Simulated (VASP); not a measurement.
Set up this calculation in VASP 6.6.1, as the native input.

```
Task                   : single point
Functional             : PBE
Potentials or basis    : VASP PAW PBE potentials, release 64 (B, N)
Cutoff                 : 600 eV
k mesh                 : 3 × 3 × 2
Occupations            : gaussian, width 0.01 eV
Spin                   : no spin polarisation
Dipole correction      : no
Further INCAR settings : ALGO = Normal; EDIFF = 1e-06; NBANDS = 36
```

The structure of BN (BN (P6_3/mmc)) lies in POSCAR:

```
BN
1.0
    3.7325156421      2.1549689107      0.0000000000
   -3.7325156421      2.1549689107      0.0000000000
    0.0000000000      0.0000000000      6.4954828750
B N
6 6
Direct
    0.0000000000      0.6666666667      0.2500000000
    0.3333333333      0.3333333333      0.2500000000
    0.6666666667      0.0000000000      0.2500000000
    0.0000000000      0.3333333333      0.7500000000
    0.3333333333      0.0000000000      0.7500000000
    0.6666666667      0.6666666667      0.7500000000
    0.0000000000      0.6666666667      0.7500000000
    0.3333333333      0.3333333333      0.7500000000
    0.6666666667      0.0000000000      0.7500000000
    0.0000000000      0.3333333333      0.2500000000
    0.3333333333      0.0000000000      0.2500000000
    0.6666666667      0.6666666667      0.2500000000
```

One way to write it, as run:

INCAR

```
PREC = Accurate ; ENCUT = 600
EDIFF = 1E-6 ; ISMEAR = 0
SIGMA = 0.01 ; LREAL = False
LASPH = True ; NELM = 120
ALGO = Normal ; ISIF = 2
LWAVE = False ; LCHARG = True
GGA = PE ; LELF = True
LVHAR = True ; NBANDS = 36
GGA_COMPAT = False
```

KPOINTS

```
Automatic mesh
0
Gamma
  3 3 2
```

Potentials or basis: VASP PAW PBE potentials, release 64 (B, N).

Command:

```sh
$ cat potpaw_PBE.64/B/POTCAR potpaw_PBE.64/N/POTCAR > POTCAR
$ mpirun -np 1 vasp_std > vasp.out
```

Results of the run:

* Pressure: 8.6 GPa
* Band gap on the k mesh: 4.40 eV

Caveat: the k points lie up to 0.56 Å⁻¹ apart; this functional lacks dispersion, which binds the layers, so the pressure and a relaxed spacing across them are unreliable.

Run time: 18 s on 1 thread of Intel(R) Xeon(R) Platinum 8559C (Emerald Rapids), on a shared host, peak memory 0.24 GiB.
